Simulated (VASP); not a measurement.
# CoSi2 (MoSi2 type) (I4/mmm) in VASP: a series of runs

Runs on CoSi2 (MoSi2 type). Level: PBE. Tasks: single point, relaxation of cell and atoms.

Everything below comes from runs of VASP 6.6.1. Logs are shortened: lines on timing, memory, paths and dates and some standing lists are left out, and cuts for length are marked.

**1. The cell of the first run**

It takes space group I4/mmm (No. 139, tetragonal). The conventional cell has a = 3.201 Å, b = 3.201 Å, c = 7.047 Å, α = 90.00°, β = 90.00°, γ = 90.00°. Within 3.3 Å of Co (site symmetry 4/mmm) lie 10 Si at 2.36 to 2.55 Å and 4 Co at 3.20 Å. Si (site symmetry 4mm) has 9 Si at 2.33 to 3.20 Å and 5 Co at 2.36 to 2.55 Å within 3.3 Å.

**2. Single point, PBE**

File INCAR:

```
SYSTEM = CoSi2
ALGO     = Normal         ! electronic algorithm
EDIFF    = 1E-6           ! SCF threshold, eV
ENCUT    = 520            ! plane-wave cutoff, eV
GGA      = PE             ! functional
ISIF     = 2              ! what is computed and relaxed
ISMEAR   = -1             ! smearing method
LASPH    = .True.         ! aspherical terms in the spheres
LCHARG   = .True.         ! write CHGCAR
LELF     = .True.         ! ELF
LREAL    = .False.        ! projectors in reciprocal space
LVHAR    = .True.       
LWAVE    = .False.        ! write WAVECAR
NBANDS   = 16             ! bands
NELM     = 100            ! most SCF steps
PREC     = Accurate       ! precision mode
SIGMA    = 0.1            ! smearing width, eV
```

File KPOINTS:

```
k-points
0
Gamma
  15 15 15
  0 0 0
```

File POSCAR:

```
CoSi2
1.0
   -1.6004702999      1.6004702999      3.5237208960
    1.6004702999     -1.6004702999      3.5237208960
    1.6004702999      1.6004702999     -3.5237208960
Co Si
1 2
Direct
    0.0000000000      0.0000000000      0.0000000000
    0.3345896504      0.3345896504      0.0000000000
   -0.3345896504     -0.3345896504      0.0000000000
```

Potentials or basis: VASP PAW PBE potentials, release 64 (Co, Si).

Launch:

```console
$ cat potpaw_PBE.64/Co/POTCAR potpaw_PBE.64/Si/POTCAR > POTCAR
$ mpirun -np 1 vasp_std > vasp.out
```

OUTCAR:

```text
SYSTEM = CoSi2
   EDIFF = 1E-6
   ENCUT = 520
   GGA = PE
   ISIF = 2
   ISMEAR = -1
   LASPH = .True.
   LREAL = .False.
   NELM = 100
   PREC = Accurate

 ion  position               nearest neighbor table
   1  0.000  0.000  0.000-   2 2.36   3 2.36   3 2.55   2 2.55   3 2.55   3 2.55   3 2.55   2 2.55
                             2 2.55   2 2.55
   2  0.335  0.335  0.000-   3 2.33   1 2.36   1 2.55   1 2.55   1 2.55   1 2.55   3 2.56   3 2.56
                             3 2.56   3 2.56
   3  0.665  0.665  0.000-   2 2.33   1 2.36   1 2.55   1 2.55   1 2.55   1 2.55   2 2.56   2 2.56
                             2 2.56   2 2.56

  LATTYP: Found a body centered tetragonal cell.
 ALAT       =     3.2009405998
 C/A-ratio  =     2.2016784043

  Lattice vectors:

 A1 = (  -1.6004702999,   1.6004702999,   3.5237208960)
 A2 = (   1.6004702999,  -1.6004702999,   3.5237208960)
 A3 = (   1.6004702999,   1.6004702999,  -3.5237208960)

Analysis of symmetry for initial positions (statically):
=====================================================================
 Subroutine PRICEL returns:
 Original cell was already a primitive cell.

 Routine SETGRP: Setting up the symmetry group for a
 body centered tetragonal supercell.

 Subroutine GETGRP returns: Found 16 space group operations
 (whereof 16 operations were pure point group operations)
 out of a pool of 16 trial point group operations.

The static configuration has the point symmetry D_4h.

Analysis of symmetry for dynamics (positions and initial velocities):
=====================================================================
 Subroutine PRICEL returns:
 Original cell was already a primitive cell.

 Routine SETGRP: Setting up the symmetry group for a
 body centered tetragonal supercell.

 Subroutine GETGRP returns: Found 16 space group operations
 (whereof 16 operations were pure point group operations)
 out of a pool of 16 trial point group operations.

The dynamic configuration has the point symmetry D_4h.

 Subroutine INISYM returns: Found 16 space group operations
 (whereof 16 operations are pure point group operations),
 and found     1 'primitive' translations

----------------------------------------------------------------------------------------

                                     Primitive cell

  volume of cell :      36.1041

  direct lattice vectors                    reciprocal lattice vectors
    -1.600470300  1.600470300  3.523720896     0.000000000  0.312408172  0.141895461
     1.600470300 -1.600470300  3.523720896     0.312408172  0.000000000  0.141895461
     1.600470300  1.600470300 -3.523720896     0.312408172  0.312408172  0.000000000

  length of vectors
     4.188032869  4.188032869  4.188032869     0.343122700  0.343122700  0.441811873

  position of ions in fractional coordinates (direct lattice)
     0.000000000  0.000000000  0.000000000
     0.334589650  0.334589650  0.000000000
     0.665410350  0.665410350  0.000000000

  ion indices of the primitive-cell ions
   primitive index   ion index
                 1           1
                 2           2
                 3           3

----------------------------------------------------------------------------------------

 KPOINTS: k-points

Automatic generation of k-mesh.
 Grid dimensions read from file:
 generate k-points for:   15   15   15

 Generating k-lattice:

  Cartesian coordinates                     Fractional coordinates (reciprocal lattice)
     0.000000000  0.020827211  0.009459697     0.066666667  0.000000000 -0.000000000
     0.020827211  0.000000000  0.009459697     0.000000000  0.066666667 -0.000000000
     0.020827211  0.020827211  0.000000000     0.000000000  0.000000000  0.066666667

  Length of vectors
     0.022874847  0.022874847  0.029454125

  Shift w.r.t. Gamma in fractional coordinates (k-lattice)
     0.000000000  0.000000000  0.000000000

 Subroutine IBZKPT returns following result:
 ===========================================

 Found    288 irreducible k-points:

 Following reciprocal coordinates:
            Coordinates               Weight
  0.000000  0.000000  0.000000      1.000000
  0.066667 -0.000000  0.000000      8.000000
  0.133333  0.000000 -0.000000      8.000000
  0.200000  0.000000 -0.000000      8.000000
  0.266667  0.000000 -0.000000      8.000000
  0.333333  0.000000  0.000000      8.000000
[... 16 lines left out ...]
  0.133333  0.133333 -0.000000      8.000000
  0.200000  0.133333  0.000000     16.000000
 [... further k-points ...]
   k-points           NKPTS =    288   k-points in BZ     NKDIM =    288   number of bands    NBANDS=     16
   number of dos      NEDOS =    301   number of ions     NIONS =      3
   total plane-waves  NPLWV =  32768
   dimension x,y,z NGX =    32 NGY =   32 NGZ =   32
   dimension x,y,z NGXF=    64 NGYF=   64 NGZF=   64
   ions per type =               1   2
   NGX,Y,Z   is equivalent  to a cutoff of  12.70, 12.70, 12.70 a.u.
   NGXF,Y,Z  is equivalent  to a cutoff of  25.41, 25.41, 25.41 a.u.
 SYSTEM =  CoSi2
   PREC   = accura    normal or accurate (medium, high low for compatibility)
   ISTART =      0    job   : 0-new  1-cont  2-samecut
   ICHARG =      2    charge: 1-file 2-atom 10-const
   ISPIN  =      1    spin polarized calculation?
   LNONCOLLINEAR =      F non collinear calculations
   LSORBIT =      F    spin-orbit coupling
   LASPH  =      T    aspherical Exc in radial PAW
   ENCUT  =  520.0 eV  38.22 Ry    6.18 a.u.   7.79  7.79  7.79*2*pi/ulx,y,z
   NELM   =    100;   NELMIN=  2; NELMDL= -5     # of ELM steps
   EDIFF  = 0.1E-05   stopping-criterion for ELM
   LREAL  =      F    real-space projection
   EDIFFG = 0.1E-04   stopping-criterion for IOM
   NSW    =      0    number of steps for IOM
   IBRION =     -1    ionic relax: 0-MD 1-quasi-New 2-CG
   NFREE  =      0    steps in history (QN), initial steepest desc. (CG)
   ISIF   =      2    stress and relaxation
   ISYM   =      2    0-nonsym 1-usesym 2-fastsym
   POTIM  = 0.5000    time-step for ionic-motion
   TEBEG  =    0.0;   TEEND  =   0.0 temperature during run
   PSTRESS=    0.0 pullay stress
   NELECT =      17.0000    total number of electrons
   NUPDOWN=      -1.0000    fix difference up-down
   EMIN   =  10.00;   EMAX   =-10.00  energy-range for DOS
   EFERMI =   0.00;   METHOD = LEGACY
   ISMEAR =    -1;   SIGMA  =   0.10  broadening in eV -4-tet -1-fermi 0-gaus
   EFERMI_NEDOS =   21; number of points for ismear=-14 and -15
   IALGO  =     38    algorithm
   IMIX   =      4    mixing-type and parameters
     AMIX     =   0.40;   BMIX     =  1.00
     AMIX_MAG =   1.60;   BMIX_MAG =  1.00
  volume/ion in A,a.u.               =      12.03        81.21
  Fermi-wavevector in a.u.,A,eV,Ry     =   1.273617  2.406787 22.070019  1.622101
  Thomas-Fermi vector in A             =   2.406431
   LORBIT       =      0    0 simple, 1 ext, 2 COOP (PROOUT), +10 PAW based schemes
   GGA     = PE    functional components
   LHFCALC =     F    Hartree Fock is set to
   AEXX    =    0.0000 exact exchange contribution
   IVDW    =     0    specifies the selected vdW correction
   LEPSILON=     F    determine dielectric tensor
   LRPA    =     F    only Hartree local field effects (RPA)
 non-spin polarized calculation
  energy-cutoff  :      520.00
  volume of cell :       36.10
 maximum number of plane-waves:       989
   NGX = 15   NGY = 15   NGZ = 15

 number of electron      16.9999999 magnetization

 Free energy of the ion-electron system (eV)
  ---------------------------------------------------
  ext. energy  EPLUGINS =         0.00000000
  ---------------------------------------------------
  free energy    TOTEN  =       -18.25148707 eV

  energy without entropy =      -18.21091665  energy(sigma->0) =      -18.23120186

 E-fermi :  11.8092     XC(G=0): -12.2097

 val. band max:       11.7991876325   @ k =  -0.0667   0.0667   0.0667
 cond. band min:      11.8108351869   @ k =  -0.1333   0.1333   0.0000
 fundamental gap:      0.0116475544
 Fermi energy:        11.8092393803

 k-point     1 :       0.0000    0.0000    0.0000
  band No.  band energies     occupation
      1      -2.8020      2.00000
      2       6.0342      2.00000
      3       8.5542      2.00000
      4       8.5542      2.00000
      5       9.0923      2.00000
      6       9.3162      2.00000
[... 8 lines left out ...]
     15      19.7279      0.00000
     16      20.6760      0.00000

 k-point     2 :       0.0667   -0.0000    0.0000
  band No.  band energies     occupation
      1      -2.7265      2.00000
      2       5.9938      2.00000
      3       8.3004      2.00000
      4       8.5880      2.00000
      5       9.0724      2.00000
      6       9.4411      2.00000
[... 8 lines left out ...]
     15      19.9928      0.00000
     16      20.9049      0.00000

 k-point     3 :       0.1333    0.0000   -0.0000
  band No.  band energies     occupation
      1      -2.5007      2.00000
      2       5.8675      2.00000
      3       7.7528      2.00000
      4       8.6840      2.00000
      5       8.9847      2.00000
      6       9.5274      2.00000
[... 8 lines left out ...]
     15      20.2635      0.00000
     16      21.0545      0.00000

 k-point     4 :       0.2000    0.0000   -0.0000
  band No.  band energies     occupation
      1      -2.1271      2.00000
      2       5.5980      2.00000
      3       7.0846      2.00000
      4       8.7511      2.00000
      5       8.8206      2.00000
      6       9.4340      2.00000
[... 8 lines left out ...]
     15      19.7804      0.00000
     16      20.3257      0.00000
[... 324 lines left out ...]
 k-point    22 :      -0.0667    0.0667    0.0000
  band No.  band energies     occupation
      1      -2.6767      2.00000
      2       6.1034      2.00000
      3       8.2981      2.00000
      4       8.3450      2.00000
      5       9.0673      2.00000
      6       9.5641      2.00000
[... 8 lines left out ...]
     15      20.2891      0.00000
     16      20.9897      0.00000

 k-point    23 :       0.1333    0.1333   -0.0000
  band No.  band energies     occupation
      1      -2.1015      2.00000
      2       5.2930      2.00000
      3       7.7343      2.00000
      4       8.2346      2.00000
      5       9.0627      2.00000
      6       9.2045      2.00000
[... 8 lines left out ...]
     15      19.0900      0.00000
     16      22.2673      0.00000

 k-point    24 :       0.2000    0.1333    0.0000
  band No.  band energies     occupation
      1      -1.6831      2.00000
      2       4.9777      2.00000
      3       7.0938      2.00000
      4       8.2623      2.00000
      5       8.8796      2.00000
      6       9.1420      2.00000
[... 8 lines left out ...]
     15      19.2600      0.00000
     16      22.2666      0.00000

 [... further k-points ...]

------------------------ aborting loop because EDIFF is reached ----------------------------------------

  FORCE on cell =-STRESS in cart. coord.  units (eV):
  Direction    XX          YY          ZZ          XY          YZ          ZX
  --------------------------------------------------------------------------------------
  -------------------------------------------------------------------------------------
  Total        0.0057491      0.0057491      0.0343820      0.0000000      0.0000000      0.0000000
  in kB        0.2551265      0.2551265      1.5257569      0.0000000      0.0000000      0.0000000
  external PRESSURE =       0.6786700 kB  Pullay stress =       0.0000000 kB

 VOLUME and BASIS-vectors are now :
 -----------------------------------------------------------------------------
  energy-cutoff  :      520.00
  volume of cell :       36.10
      direct lattice vectors                 reciprocal lattice vectors
    -1.600470300  1.600470300  3.523720896     0.000000000  0.312408172  0.141895461
     1.600470300 -1.600470300  3.523720896     0.312408172  0.000000000  0.141895461
     1.600470300  1.600470300 -3.523720896     0.312408172  0.312408172  0.000000000

 POSITION                                       TOTAL-FORCE (eV/Angst)
 -----------------------------------------------------------------------------------
      0.00000      0.00000      0.00000        -0.000000     -0.000000      0.000000
      0.00000      0.00000      2.35800        -0.000000     -0.000000      0.003923
      0.00000      0.00000      4.68944         0.000000      0.000000     -0.003923
 -----------------------------------------------------------------------------------
    total drift:                                0.000000     -0.000000     -0.000000

  FREE ENERGIE OF THE ION-ELECTRON SYSTEM (eV)
  ---------------------------------------------------
  free  energy   TOTEN  =       -18.2514870680 eV

  energy  without entropy=      -18.2109166468  energy(sigma->0) =      -18.23120186
```

Run time: 2.7 min. Hardware: 1 thread of Intel Xeon Platinum 8259CL at 2.50GHz (Skylake/Cascade Lake), shared host; peak memory 0.29 GiB.

What came out:

| Property | Result |
| --- | --- |
| Free energy | -18.2515 eV |
| Pressure | 0.1 GPa |
| Largest force | 0.004 eV/Å |
| Band gap on the k mesh | zero (an odd number of electrons rules out a gap without spin polarisation) |

Forces on the atoms (eV/Å):
```
Co   0.000  0.000  0.000
Si   0.000  0.000  0.004
Si   0.000  0.000 -0.004
```

Caveat: an odd number of electrons without spin polarisation forces a metal; a magnetic or distorted state may lie lower. Spin polarisation is off, so any magnetic state and its effect on volume and gap are missing.

**3. Relaxation of cell and atoms, PBE, target pressure 0.083 GPa, at which the enthalpy is minimised**

File INCAR:

```
PREC     = Accurate       # precision mode
ENCUT    = 600            # plane-wave cutoff, eV
EDIFF    = 1E-7           # SCF threshold, eV
ISMEAR   = -1             # smearing method
SIGMA    = 0.1            # smearing width, eV
LREAL    = F              # projectors in reciprocal space
LASPH    = T              # aspherical terms in the spheres
NELM     = 100            # most SCF steps
ALGO     = Normal         # electronic algorithm
ISIF     = 3              # what is computed and relaxed
LWAVE    = F              # write WAVECAR
LCHARG   = F              # write CHGCAR
GGA      = PE             # functional
IBRION   = 2              # ionic algorithm
NSW      = 32             # ionic steps
EDIFFG   = -0.005         # ionic threshold
PSTRESS  = 0.8300000000000001
```

File KPOINTS:

```
Automatic mesh
0
Gamma
  15 15 15
```

POSCAR is that of step 2.

Potentials or basis: VASP PAW PBE potentials, release 64 (Co, Si).

Launch:

```console
$ cat potpaw_PBE.64/Co/POTCAR potpaw_PBE.64/Si/POTCAR > POTCAR
$ mpirun -np 1 vasp_std > vasp.out
```

Wall time 7.9 min (1 thread of Intel Xeon Platinum 8259CL at 2.50GHz (Skylake/Cascade Lake), shared host); peak memory 0.33 GiB.

It converged, with:

```yaml
Free_energy: -18.2514 eV
Relaxed_volume: 12.03 Å³/atom
Relaxed_cell: a = 4.188 Å, b = 4.188 Å, c = 4.188 Å, α = 135.09°, β = 135.09°, γ = 65.39°
Space_group_after_relaxing_to_0.1_Å: I4/mmm (No. 139)
Energy_change_on_relaxing_the_run_minimises_the_enthalpy: -0.0 meV/atom
Ionic_steps: 5
Pressure_after_relaxing: 0.1 GPa
Band_gap_on_the_k_mesh: zero (an odd number of electrons rules out a gap without spin polarisation)
```

Final structure:
```
Co Si
1.0
    -1.59980    1.59980    3.52481
     1.59980   -1.59980    3.52481
     1.59980    1.59980   -3.52481
Co Si
1 2
Direct
  0.00000 0.00000 0.00000
  0.33463 0.33463 0.00000
  0.66538 0.66538 0.00000
```

Levels at points of the mesh, in eV from the Fermi level:
| k point | band 4 | band 5 | band 6 | band 7 | band 8 | band 9 | band 10 | band 11 | band 12 |
| --- | --- | --- | --- | --- | --- | --- | --- | --- | --- |
| (0.00, 0.00, 0.00) | -3.26 | -2.72 | -2.51 | -1.72 | 0.50 | 2.13 | 2.13 | 2.18 | 2.31 |

Caveat: the cell is relaxed towards a set pressure, so the run minimises the enthalpy, not the energy; an odd number of electrons without spin polarisation forces a metal; a magnetic or distorted state may lie lower. Spin polarisation is off, so any magnetic state and its effect on volume and gap are missing.
